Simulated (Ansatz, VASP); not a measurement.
# Two plane-wave programs on MgCd3O4

Contents of INCAR:

```
PREC = Accurate
ENCUT = 520
EDIFF = 1E-6
ISMEAR = 0
SIGMA = 0.1
LREAL = F
LASPH = T
NELM = 60
ALGO = Normal
ISIF = 2
LWAVE = F
LCHARG = T
GGA = PE
LELF = T
LVHAR = T
NBANDS = 41
```

Contents of KPOINTS:

```
regular mesh
0
Gamma
  6 6 2
```

File POSCAR:

```
MgCd3O4
1.0
    3.5378538500      0.0000000000      0.0000000000
    0.0000000000      3.5378538500      0.0000000000
    0.0000000000      0.0000000000     10.0065617800
Mg Cd O
1 3 4
Direct
    0.0000000000      0.0000000000      0.5000000000
    0.0000000000      0.0000000000      0.0000000000
    0.5000000000      0.5000000000      0.2500000000
    0.5000000000      0.5000000000      0.7500000000
    0.0000000000      0.0000000000      0.2500000000
    0.5000000000      0.5000000000      0.5000000000
    0.0000000000      0.0000000000      0.7500000000
    0.5000000000      0.5000000000      0.0000000000
```

Input for Ansatz:

```yaml
crystal:
  lattice:
    - [3.53785385, 0.0, 0.0]
    - [0.0, 3.53785385, 0.0]
    - [0.0, 0.0, 10.00656178]
  atoms:
    - { symbol: Mg, position: [0.0, 0.0, 0.5] }
    - { symbol: Cd, position: [0.0, 0.0, 0.0] }
    - { symbol: Cd, position: [0.5, 0.5, 0.25] }
    - { symbol: Cd, position: [0.5, 0.5, 0.75] }
    - { symbol: O, position: [0.0, 0.0, 0.25] }
    - { symbol: O, position: [0.5, 0.5, 0.5] }
    - { symbol: O, position: [0.0, 0.0, 0.75] }
    - { symbol: O, position: [0.5, 0.5, 0.0] }
basis:
  ecutwfc: 420
kpoints:
  mp_grid: { grid: [6, 6, 2] }
hamiltonian:
  xc: pbe
scf:
  occupations: { method: gaussian, width: 0.1 }
  lower_state_search: "off"
output:
  forces: true
  stress: true
  eigenvalues: true
```

Alike in both runs: task single point; functional PBE; k mesh 6 × 6 × 2; occupations gaussian, width 0.1 eV; no spin polarisation.

```csv
,VASP,Ansatz
version,VASP 6.6.1,Ansatz 0.2.0
potentials or method,"VASP PAW PBE potentials, release 64 (Mg, Cd, O), cutoff 520 eV","scalar-relativistic, plane waves, PAW"
valence electrons in the cell,62,94
```

|  | VASP | Ansatz | Ansatz less VASP |
| --- | --- | --- | --- |
| gap on the k mesh at the Fermi level (eV) | none | none | - |
| pressure (GPa) | -16.0 | -16.3 | -0.34 |
| rms of the force components (eV/Å) | 0.151 | 0.143 | -0.0080 |

Atom by atom the forces differ by 0.008 eV/Å (rms over components). A gap of «none» marks a metal or a gap that the smearing closes. VASP's potentials hold 62 valence electrons a cell and Ansatz's 94, so a difference there can come from the potentials and not from the codes.
